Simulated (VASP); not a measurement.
# CuO (P1) in VASP: single point with PBE

Aim: the single point of CuO with PBE.

Program: VASP 6.6.1. These are calculated values, not measurements. Logs are shortened: lines on timing, memory, paths and dates and some standing lists are left out, and cuts for length are marked.

**1. The cell of the first run**

The typed cell holds 8 atoms: a = 3.193 Å, b = 5.546 Å, c = 5.546 Å, α = 109.58°, β = 90.09°, γ = 90.05°.

**2. Single point, PBE**

INCAR

```
PREC = Accurate
ENCUT = 520
EDIFF = 1E-6
ISMEAR = 0
SIGMA = 0.1
LREAL = False
LASPH = True
NELM = 100
ALGO = Fast
ISIF = 2
LWAVE = False
LCHARG = True
GGA = PE
LELF = True
LVHAR = True
NBANDS = 44
```

KPOINTS

```
regular mesh
0
Gamma
  8 6 6
```

POSCAR

```
CuO
1.0
   -2.2557053507     -0.0005964331     -2.2605302471
   -2.2594277786     -4.5316010716      2.2632550375
   -2.2581527896      4.5313157381      2.2640832572
Cu O
4 4
Direct
    0.5001402287      0.9999068485      0.5000758144
    0.0001314010      0.4998614771      0.5000132120
    1.0000629843      0.9999603406      0.0000302307
    0.5000406895      0.5000084526      1.0000569765
    0.4999361687      0.6250407936      0.3749647503
   -0.0000530117      0.1250079111      0.3749479705
   -0.0001375104      0.6250930560      0.8749334718
    0.4998790497      0.1251211205      0.8749775738
```

Potentials or basis: VASP PAW PBE potentials, release 64 (Cu, O).

Started as:

```bash
cat potpaw_PBE.64/Cu/POTCAR potpaw_PBE.64/O/POTCAR > POTCAR
mpirun -np 1 vasp_std > vasp.out
```

OUTCAR:

```text
PREC = Accurate
   ENCUT = 520
   EDIFF = 1E-6
   ISMEAR = 0
   LREAL = False
   LASPH = True
   NELM = 100
   ISIF = 2
   GGA = PE

 ion  position               nearest neighbor table
   1  0.500  1.000  0.500-   6 1.96   6 1.96   5 1.96   8 1.96
   2  0.000  0.500  0.500-   5 1.96   5 1.96   6 1.96   7 1.96
   3  0.000  1.000  0.000-   8 1.96   8 1.96   7 1.96   6 1.96
   4  0.500  0.500  0.000-   7 1.96   7 1.96   5 1.96   8 1.96
   5  0.500  0.625  0.375-   2 1.96   2 1.96   1 1.96   4 1.96
   6  1.000  0.125  0.375-   1 1.96   1 1.96   2 1.96   3 1.96
   7  1.000  0.625  0.875-   4 1.96   4 1.96   3 1.96   2 1.96
   8  0.500  0.125  0.875-   3 1.96   3 1.96   1 1.96   4 1.96

  LATTYP: Found a triclinic cell.
 ALAT       =     5.5460030053
 B/A-ratio  =     1.6341348767
 C/A-ratio  =     0.5758133726
 COS(alpha) =     0.0003508261
 COS(beta)  =     0.0015247051
 COS(gamma) =     0.8170217169

  Lattice vectors:

 A1 = (   2.2581527896,  -4.5313157381,  -2.2640832572)
 A2 = (  -0.0012749890,  -9.0629168097,  -0.0008282197)
 A3 = (  -2.2557053507,  -0.0005964331,  -2.2605302471)

Analysis of symmetry for initial positions (statically):
=====================================================================
 Subroutine PRICEL returns:
 Original cell was already a primitive cell.

 Routine SETGRP: Setting up the symmetry group for a
 triclinic supercell.

 Subroutine GETGRP returns: Found  1 space group operations
 (whereof  1 operations were pure point group operations)
 out of a pool of  2 trial point group operations.

The static configuration has the point symmetry C_1 .

Analysis of symmetry for dynamics (positions and initial velocities):
=====================================================================
 Subroutine PRICEL returns:
 Original cell was already a primitive cell.

 Routine SETGRP: Setting up the symmetry group for a
 triclinic supercell.

 Subroutine GETGRP returns: Found  1 space group operations
 (whereof  1 operations were pure point group operations)
 out of a pool of  2 trial point group operations.

The dynamic configuration has the point symmetry C_1 .

 Subroutine INISYM returns: Found  1 space group operations
 (whereof  1 operations are pure point group operations),
[... 109 lines left out ...]
   LREAL  =      F    real-space projection
   EDIFFG = 0.1E-04   stopping-criterion for IOM
   NSW    =      0    number of steps for IOM
   IBRION =     -1    ionic relax: 0-MD 1-quasi-New 2-CG
   NFREE  =      0    steps in history (QN), initial steepest desc. (CG)
   ISIF   =      2    stress and relaxation
   ISYM   =      2    0-nonsym 1-usesym 2-fastsym
   POTIM  = 0.5000    time-step for ionic-motion
   TEBEG  =    0.0;   TEEND  =   0.0 temperature during run
   PSTRESS=    0.0 pullay stress
   NELECT =      68.0000    total number of electrons
   NUPDOWN=      -1.0000    fix difference up-down
   EMIN   =  10.00;   EMAX   =-10.00  energy-range for DOS
   EFERMI =   0.00;   METHOD = LEGACY
   ISMEAR =     0;   SIGMA  =   0.10  broadening in eV -4-tet -1-fermi 0-gaus
   EFERMI_NEDOS =   21; number of points for ismear=-14 and -15
   IALGO  =     68    algorithm
   IMIX   =      4    mixing-type and parameters
     AMIX     =   0.40;   BMIX     =  1.00
     AMIX_MAG =   1.60;   BMIX_MAG =  1.00
  volume/ion in A,a.u.               =      11.57        78.07
  Fermi-wavevector in a.u.,A,eV,Ry     =   1.477230  2.791561 29.690762  2.182209
  Thomas-Fermi vector in A             =   2.591660
   LORBIT       =      0    0 simple, 1 ext, 2 COOP (PROOUT), +10 PAW based schemes
   GGA     = PE    functional components
   LHFCALC =     F    Hartree Fock is set to
   AEXX    =    0.0000 exact exchange contribution
   IVDW    =     0    specifies the selected vdW correction
   LEPSILON=     F    determine dielectric tensor
   LRPA    =     F    only Hartree local field effects (RPA)
 non-spin polarized calculation
 RMM-DIIS sequential band-by-band and
 Gauss-broadening in eV      SIGMA  =   0.10
  energy-cutoff  :      520.00
  volume of cell :       92.55
 maximum number of plane-waves:      2515
   NGX = 11   NGY = 21   NGZ = 21

 number of electron      68.0000072 magnetization

 Free energy of the ion-electron system (eV)
  ---------------------------------------------------
  ext. energy  EPLUGINS =         0.00000000
  ---------------------------------------------------
  free energy    TOTEN  =       -38.25111275 eV

  energy without entropy =      -38.19746482  energy(sigma->0) =      -38.22428879

 E-fermi :   4.0074     XC(G=0): -11.0374

 val. band max:        4.0069788410   @ k =   0.2500  -0.0000   0.3333
 cond. band min:       4.0076854206   @ k =  -0.3750   0.3333   0.3333
 fundamental gap:      0.0007065796
 Fermi energy:         4.0074295390

 k-point     1 :       0.0000    0.0000    0.0000
  band No.  band energies     occupation
      1     -14.8764      2.00000
      2     -14.2230      2.00000
      3     -14.2228      2.00000
      4     -14.0284      2.00000
      5      -2.0728      2.00000
      6      -1.9611      2.00000
[... 1117 lines left out ...]
     43      14.5858      0.00000
     44      14.6613      0.00000

 [... further k-points ...]

------------------------ aborting loop because EDIFF is reached ----------------------------------------

  FORCE on cell =-STRESS in cart. coord.  units (eV):
  Direction    XX          YY          ZZ          XY          YZ          ZX
  --------------------------------------------------------------------------------------
  -------------------------------------------------------------------------------------
  Total        0.3940115      0.3548013      0.3751043     -0.0030550     -0.0022434      0.0053095
  in kB        6.8207277      6.1419608      6.4934259     -0.0528843     -0.0388355      0.0919124
  external PRESSURE =       6.4853715 kB  Pullay stress =       0.0000000 kB

 VOLUME and BASIS-vectors are now :
 -----------------------------------------------------------------------------
  energy-cutoff  :      520.00
  volume of cell :       92.55
      direct lattice vectors                 reciprocal lattice vectors
    -2.255705351 -0.000596433 -2.260530247    -0.221662484  0.000051397 -0.221184733
    -2.259427779 -4.531601072  2.263255038    -0.110659483 -0.110334279  0.110452402
    -2.258152790  4.531315738  2.264083257    -0.110695627  0.110345234  0.110430243

 POSITION                                       TOTAL-FORCE (eV/Angst)
 -----------------------------------------------------------------------------------
     -4.51663     -2.26548      2.26468         0.000489     -0.001010      0.000643
     -2.25880      0.00054      2.26309         0.000306     -0.000988      0.000873
     -2.25955     -4.53128      2.26309         0.000355     -0.000663      0.000609
     -2.25781     -2.26588      0.00142         0.000384     -0.000570      0.000462
     -3.38667     -1.13365      1.13346        -0.000332      0.000648     -0.000655
     -3.38472      1.13193     -1.12857        -0.000368      0.000767     -0.000521
     -5.64348      1.13133      1.13545        -0.000446      0.000991     -0.000652
     -3.38612      3.39750      1.13421        -0.000387      0.000826     -0.000758
 -----------------------------------------------------------------------------------
    total drift:                                0.000073     -0.000233      0.000092

  FREE ENERGIE OF THE ION-ELECTRON SYSTEM (eV)
  ---------------------------------------------------
  free  energy   TOTEN  =       -38.2511127520 eV

  energy  without entropy=      -38.1974648215  energy(sigma->0) =      -38.22428879
```

stdout:

```text
POSCAR found type information on POSCAR CuO
 POSCAR found :  2 types and       8 ions
 scaLAPACK will be used
 LDA part: xc-table for (Slater+PW92), standard interpolation
 POSCAR, INCAR and KPOINTS ok, starting setup
 FFT: planning ... GRIDC
 FFT: planning ... GRID_SOFT
 FFT: planning ... GRID
 WAVECAR not read
 entering main loop
```

Wall time 19 min (1 thread of Oxide Virtual Turin-like, shared host); peak memory 0.49 GiB.

Results:

| Quantity | Value |
| --- | --- |
| Free energy | -38.2511 eV |
| Pressure | 0.6 GPa |
| Band gap on the k mesh | zero (bands 34 and 35 overlap by 1.32 eV) |

Levels at points of the mesh, in eV from the Fermi level:
```
           k point  band 32  band 33  band 34  band 35  band 36  band 37
(0.00, 0.00, 0.00)    -0.01    -0.01     0.80     0.80     0.81     0.99
(0.50, 0.00, 0.00)    -0.92    -0.60    -0.60     0.09     0.09     6.08
(0.00, 0.50, 0.00)    -0.52     0.44     0.44     0.45     0.45     3.47
(0.50, 0.50, 0.00)    -0.64    -0.52    -0.52    -0.52    -0.52     6.57
(0.00, 0.00, 0.50)    -0.52     0.44     0.44     0.45     0.45     3.47
(0.50, 0.00, 0.50)    -0.64    -0.52    -0.52    -0.52    -0.52     6.57
(0.00, 0.50, 0.50)    -0.09    -0.08    -0.08     0.10     0.10     3.89
(0.50, 0.50, 0.50)    -1.13    -0.01    -0.01    -0.01    -0.01     5.86
```

Caveat: semilocal functionals often make such compounds metallic where correlation or magnetic order opens a gap, which also shifts bond lengths.
